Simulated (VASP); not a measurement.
Input of a VASP 6.6.1 run:

INCAR

```
SYSTEM = BN
  ALGO = Normal
  EDIFF = 1E-6
  ENCUT = 520
  GGA = PS
  ISIF = 2
  ISMEAR = 0
  LASPH = .True.
  LCHARG = .False.
  LREAL = .False.
  LWAVE = .False.
  NBANDS = 11
  NELM = 60
  PREC = Accurate
  SIGMA = 0.02
```

File KPOINTS:

```
k-points
0
Gamma
  12 12 12
  0 0 0
```

Contents of POSCAR:

```
BN
1.0
    1.2413848988      0.7167139055      2.7918241975
   -1.2413848988      0.7167139055      2.7918241975
    0.0000000000     -1.4334278110      2.7918241975
B N
1 1
Direct
    1.0006687103      1.0006687103      1.0006687103
    0.3317642897      0.3317642897      0.3317642897
```

Potentials or basis: VASP PAW PBE potentials, release 64 (B, N).

Command:

```console
$ cat potpaw_PBE.64/B/POTCAR potpaw_PBE.64/N/POTCAR > POTCAR
$ mpirun -np 1 vasp_std > vasp.out
```

Q: Estimate the pressure.

A: 12.4 GPa.

Q: Estimate the band gap on the k mesh.

A: 3.60 eV, indirect (least direct gap 4.85 eV).

Stress tensor (GPa, compression positive):
```
12.65  0.00  0.00
 0.00 12.65  0.00
 0.00  0.00 11.76
```

Caveat: the PAW data sets were made with another functional, which shifts forces and pressure a little. PBEsol gaps usually lie below the measured ones, often by a third to a half.
